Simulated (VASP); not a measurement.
# GaN (Fm-3m) in VASP: notebook, part 3 of 3

VASP 6.6.1. The steps go on from the part before.

## (4) Relaxation of cell and atoms, LDA, target pressure 40 GPa, at which the enthalpy is minimised

Input file INCAR:

```
SYSTEM = GaN
ALGO     = Normal         ! electronic algorithm
EDIFF    = 1E-7           ! SCF threshold, eV
EDIFFG   = -0.01          ! ionic threshold
ENCUT    = 600            ! plane-wave cutoff, eV
GGA_COMPAT= .False.      
IBRION   = 2              ! ionic algorithm
ISIF     = 3              ! what is computed and relaxed
ISMEAR   = 0              ! smearing method
LASPH    = .True.         ! aspherical terms in the spheres
LCHARG   = .False.        ! write CHGCAR
LREAL    = .False.        ! projectors in reciprocal space
LWAVE    = .False.        ! write WAVECAR
NELM     = 120            ! most SCF steps
NELMIN   = 4            
NSW      = 80             ! ionic steps
PREC     = Accurate       ! precision mode
PSTRESS  = 400.0        
SIGMA    = 0.01           ! smearing width, eV
```

Input file KPOINTS:

```
k-points
0
Gamma
  8 8 8
  0 0 0
```

Input file POSCAR:

```
GaN
1.0
    0.0000000000      2.1352350000      2.1352350000
    2.1352350000      0.0000000000      2.1352350000
    2.1352350000      2.1352350000      0.0000000000
Ga N
1 1
Direct
    0.0000000000      0.0000000000      0.0000000000
    0.5000000000      0.5000000000      0.5000000000
```

Potentials or basis: VASP PAW LDA potentials, release 64 (Ga_d, N).

Launch:

```console
cat potpaw_LDA.64/Ga_d/POTCAR potpaw_LDA.64/N/POTCAR > POTCAR
mpirun -np 1 vasp_std > vasp.out
```

OUTCAR:

```text
SYSTEM = GaN
   EDIFF = 1E-7
   EDIFFG = -0.01
   ENCUT = 600
   IBRION = 2
   ISIF = 3
   ISMEAR = 0
   LASPH = .True.
   LREAL = .False.
   NELM = 120
   NELMIN = 4
   NSW = 80
   PREC = Accurate
   PSTRESS = 400.0

 ion  position               nearest neighbor table
   1  0.000  0.000  0.000-   2 2.14   2 2.14   2 2.14   2 2.14   2 2.14   2 2.14
   2  0.500  0.500  0.500-   1 2.14   1 2.14   1 2.14   1 2.14   1 2.14   1 2.14

  LATTYP: Found a face centered cubic cell.
 ALAT       =     4.2704700000

  Lattice vectors:

 A1 = (   0.0000000000,   2.1352350000,   2.1352350000)
 A2 = (   2.1352350000,   0.0000000000,   2.1352350000)
 A3 = (   2.1352350000,   2.1352350000,   0.0000000000)

Analysis of symmetry for initial positions (statically):
=====================================================================
 Subroutine PRICEL returns:
 Original cell was already a primitive cell.

 Routine SETGRP: Setting up the symmetry group for a
 face centered cubic supercell.

 Subroutine GETGRP returns: Found 48 space group operations
 (whereof 48 operations were pure point group operations)
 out of a pool of 48 trial point group operations.

The static configuration has the point symmetry O_h .

Analysis of symmetry for dynamics (positions and initial velocities):
=====================================================================
 Subroutine PRICEL returns:
 Original cell was already a primitive cell.

 Routine SETGRP: Setting up the symmetry group for a
 face centered cubic supercell.

 Subroutine GETGRP returns: Found 48 space group operations
 (whereof 48 operations were pure point group operations)
 out of a pool of 48 trial point group operations.

The dynamic configuration has the point symmetry O_h .

 Subroutine INISYM returns: Found 48 space group operations
 (whereof 48 operations are pure point group operations),
 and found     1 'primitive' translations

----------------------------------------------------------------------------------------

                                     Primitive cell

  volume of cell :      19.4700

  direct lattice vectors                    reciprocal lattice vectors
     0.000000000  2.135235000  2.135235000    -0.234166263  0.234166263  0.234166263
     2.135235000  0.000000000  2.135235000     0.234166263 -0.234166263  0.234166263
     2.135235000  2.135235000  0.000000000     0.234166263  0.234166263 -0.234166263

  length of vectors
     3.019678296  3.019678296  3.019678296     0.405587864  0.405587864  0.405587864

  position of ions in fractional coordinates (direct lattice)
     0.000000000  0.000000000  0.000000000
     0.500000000  0.500000000  0.500000000

  ion indices of the primitive-cell ions
   primitive index   ion index
                 1           1
                 2           2

----------------------------------------------------------------------------------------

 KPOINTS: k-points

Automatic generation of k-mesh.
 Grid dimensions read from file:
 generate k-points for:    8    8    8

 Generating k-lattice:

[... 40 lines left out ...]
  0.500000  0.250000  0.125000     48.000000
 -0.375000  0.250000  0.125000     24.000000
 [... further k-points ...]
   k-points           NKPTS =     29   k-points in BZ     NKDIM =     29   number of bands    NBANDS=     13
   number of dos      NEDOS =    301   number of ions     NIONS =      2
   total plane-waves  NPLWV =  13824
   dimension x,y,z NGX =    24 NGY =   24 NGZ =   24
   dimension x,y,z NGXF=    48 NGYF=   48 NGZF=   48
   ions per type =               1   1
   NGX,Y,Z   is equivalent  to a cutoff of  13.21, 13.21, 13.21 a.u.
   NGXF,Y,Z  is equivalent  to a cutoff of  26.43, 26.43, 26.43 a.u.
 SYSTEM =  GaN
   PREC   = accura    normal or accurate (medium, high low for compatibility)
   ISTART =      0    job   : 0-new  1-cont  2-samecut
   ICHARG =      2    charge: 1-file 2-atom 10-const
   ISPIN  =      1    spin polarized calculation?
   LNONCOLLINEAR =      F non collinear calculations
   LSORBIT =      F    spin-orbit coupling
   LASPH  =      T    aspherical Exc in radial PAW
   ENCUT  =  600.0 eV  44.10 Ry    6.64 a.u.   6.03  6.03  6.03*2*pi/ulx,y,z
   NELM   =    120;   NELMIN=  4; NELMDL= -5     # of ELM steps
   EDIFF  = 0.1E-06   stopping-criterion for ELM
   LREAL  =      F    real-space projection
   EDIFFG = -.1E-01   stopping-criterion for IOM
   NSW    =     80    number of steps for IOM
   IBRION =      2    ionic relax: 0-MD 1-quasi-New 2-CG
   NFREE  =      1    steps in history (QN), initial steepest desc. (CG)
   ISIF   =      3    stress and relaxation
   ISYM   =      2    0-nonsym 1-usesym 2-fastsym
   POTIM  = 0.5000    time-step for ionic-motion
   TEBEG  =    0.0;   TEEND  =   0.0 temperature during run
   PSTRESS=  400.0 pullay stress
   NELECT =      18.0000    total number of electrons
   NUPDOWN=      -1.0000    fix difference up-down
   EMIN   =  10.00;   EMAX   =-10.00  energy-range for DOS
   EFERMI =   0.00;   METHOD = LEGACY
   ISMEAR =     0;   SIGMA  =   0.01  broadening in eV -4-tet -1-fermi 0-gaus
   EFERMI_NEDOS =   21; number of points for ismear=-14 and -15
   IALGO  =     38    algorithm
   IMIX   =      4    mixing-type and parameters
     AMIX     =   0.40;   BMIX     =  1.00
     AMIX_MAG =   1.60;   BMIX_MAG =  1.00
  volume/ion in A,a.u.               =       9.74        65.70
  Fermi-wavevector in a.u.,A,eV,Ry     =   1.594814  3.013761 34.605481  2.543431
  Thomas-Fermi vector in A             =   2.692830
   LORBIT       =      0    0 simple, 1 ext, 2 COOP (PROOUT), +10 PAW based schemes
   GGA     = CA    functional components
   LHFCALC =     F    Hartree Fock is set to
   AEXX    =    0.0000 exact exchange contribution
   IVDW    =     0    specifies the selected vdW correction
   LEPSILON=     F    determine dielectric tensor
   LRPA    =     F    only Hartree local field effects (RPA)
 conjugate gradient relaxation of ions
 non-spin polarized calculation
 Gauss-broadening in eV      SIGMA  =   0.01
  energy-cutoff  :      600.00
  volume of cell :       19.47
 maximum number of plane-waves:       660
   NGX = 13   NGY = 13   NGZ = 13

--------------------------------------- Ionic step        1  -------------------------------------------

 number of electron      18.0000005 magnetization

 Free energy of the ion-electron system (eV)
  ---------------------------------------------------
  ext. energy  EPLUGINS =         0.00000000
  ---------------------------------------------------
  free energy    TOTEN  =       -13.03696041 eV

  energy without entropy =      -13.03696041  energy(sigma->0) =      -13.03696041

------------------------ aborting loop because EDIFF is reached ----------------------------------------

  FORCE on cell =-STRESS in cart. coord.  units (eV):
  Direction    XX          YY          ZZ          XY          YZ          ZX
  --------------------------------------------------------------------------------------
  -------------------------------------------------------------------------------------
  Total       -1.5498308     -1.5498308     -1.5498308     -0.0000000      0.0000000     -0.0000000
  in kB     -127.5345479   -127.5345479   -127.5345479     -0.0000000      0.0000000     -0.0000000
  external PRESSURE =    -527.5345479 kB  Pullay stress =     400.0000000 kB
[... 25 lines left out ...]
--------------------------------------- Ionic step        2  -------------------------------------------

 number of electron      17.9999998 magnetization

 E-fermi :  15.5510     XC(G=0): -16.4374

 val. band max:       15.3864584539   @ k =  -0.2500   0.1250   0.0000
 cond. band min:      19.4720468643   @ k =   0.5000   0.5000   0.0000
 fundamental gap:      4.0855884105
 Fermi energy:        15.5510396148

 k-point     1 :       0.0000    0.0000    0.0000
  band No.  band energies     occupation
      1      -7.9876      2.00000
      2       0.6009      2.00000
      3       0.6009      2.00000
      4       0.6009      2.00000
      5       0.9371      2.00000
      6       0.9371      2.00000
      7      13.8699      2.00000
      8      13.8699      2.00000
      9      13.8699      2.00000
     10      24.4934      0.00000
     11      33.1565      0.00000
     12      33.1565      0.00000
     13      33.1565      0.00000
[... 481 lines left out ...]
--------------------------------------- Ionic step        5  -------------------------------------------

 number of electron      18.0000002 magnetization

 Free energy of the ion-electron system (eV)
  ---------------------------------------------------
  ext. energy  EPLUGINS =         0.00000000
  ---------------------------------------------------
  free energy    TOTEN  =       -12.84918605 eV

  energy without entropy =      -12.84918605  energy(sigma->0) =      -12.84918605

 E-fermi :   9.7631     XC(G=0): -14.3573

 val. band max:        9.7020819902   @ k =  -0.2500   0.1250   0.0000
 cond. band min:      11.1348513302   @ k =   0.5000   0.5000   0.0000
 fundamental gap:      1.4327693400
 Fermi energy:         9.7631022534

 k-point     1 :       0.0000    0.0000    0.0000
  band No.  band energies     occupation
      1      -9.1165      2.00000
      2      -4.4019      2.00000
      3      -4.4019      2.00000
      4      -4.4019      2.00000
      5      -4.2571      2.00000
      6      -4.2571      2.00000
      7       8.9907      2.00000
      8       8.9907      2.00000
      9       8.9907      2.00000
     10      13.8794      0.00000
     11      25.2739      0.00000
     12      25.2739      0.00000
     13      25.2739      0.00000
[... 401 lines left out ...]
  energy  without entropy=      -12.8491860529  energy(sigma->0) =      -12.84918605

  enthalpy is  TOTEN    =        -8.7892353874 eV   P V=        4.0599506655

 reached required accuracy - stopping structural energy minimisation
```

Run time: 25 s. Hardware: 1 thread of Intel Xeon Platinum 8488C (Sapphire Rapids), shared host; peak memory 0.14 GiB.

What came out:

- Free energy: -12.8492 eV
- Relaxed volume: 8.13 Å³/atom
- Relaxed cell: a = 2.844 Å, b = 2.844 Å, c = 2.844 Å, α = 60.00°, β = 60.00°, γ = 60.00°
- Space group after relaxing (to 0.1 Å): Fm-3m (No. 225)
- Energy change on relaxing (the run minimises the enthalpy): +93.9 meV/atom
- Ionic steps: 5
- Pressure after relaxing: 40.0 GPa
- Band gap on the k mesh: 1.43 eV (least direct gap 4.89 eV)

The path:
```tsv
step	energy change (eV)	largest force (eV/Å)	pressure (GPa)	volume (Å³)
1	0.0000	0.0000	-12.75	19.47
2	4.0779	0.0000	298.35	11.76
3	0.1197	0.0000	32.48	16.56
4	0.1656	0.0000	37.66	16.35
5	0.1878	0.0000	40.03	16.26
```

Final structure:
```cif
data_structure
_symmetry_space_group_name_H-M 'P 1'
_symmetry_Int_Tables_number 1
_cell_length_a 2.8438
_cell_length_b 2.8438
_cell_length_c 2.8438
_cell_angle_alpha 60.000
_cell_angle_beta 60.000
_cell_angle_gamma 60.000
_cell_volume 16.26
loop_
_atom_site_label
_atom_site_type_symbol
_atom_site_fract_x
_atom_site_fract_y
_atom_site_fract_z
_atom_site_occupancy
Ga1 Ga 0.00000 0.00000 0.00000 1
N1 N 0.50000 0.50000 0.50000 1
```

Levels at points of the mesh, in eV from the valence-band top:
| k point | band 7 | band 8 | band 9 | band 10 | band 11 | band 12 |
| --- | --- | --- | --- | --- | --- | --- |
| (0.00, 0.00, 0.00) | -0.71 | -0.71 | -0.71 | 4.18 | 15.57 | 15.57 |
| (0.50, 0.00, 0.00) | -9.10 | -0.14 | -0.14 | 5.33 | 9.78 | 9.78 |
| (0.50, 0.50, 0.00) | -8.42 | -3.67 | -3.67 | 1.43 | 7.94 | 13.32 |

Caveat: the cell is relaxed towards a set pressure, so the run minimises the enthalpy, not the energy; the volume moved by over 15 % at a fixed basis, so the end points are rough. A k mesh can miss the band edges.

## (5) Summary

| cell | gap on the mesh (eV) | pressure (GPa) |
| --- | --- | --- |
| relaxed to 20 GPa | 1.06 | 20.0 |
| relaxed to 30 GPa | 1.26 | 30.0 |
| relaxed to 40 GPa | 1.43 | 40.0 |

Alike in all rows: task relaxation of cell and atoms; level LDA; potentials or basis VASP PAW LDA potentials, release 64 (Ga_d, N); no spin polarisation; k mesh 8 × 8 × 8; cutoff (eV) 600; smearing gaussian 0.01 eV.

Caveats: the cell is relaxed towards a set pressure, so the run minimises the enthalpy, not the energy; the volume moved by over 15 % at a fixed basis, so the end points are rough (at least some runs).

Absolute energies hang on the potentials; compare differences alone.
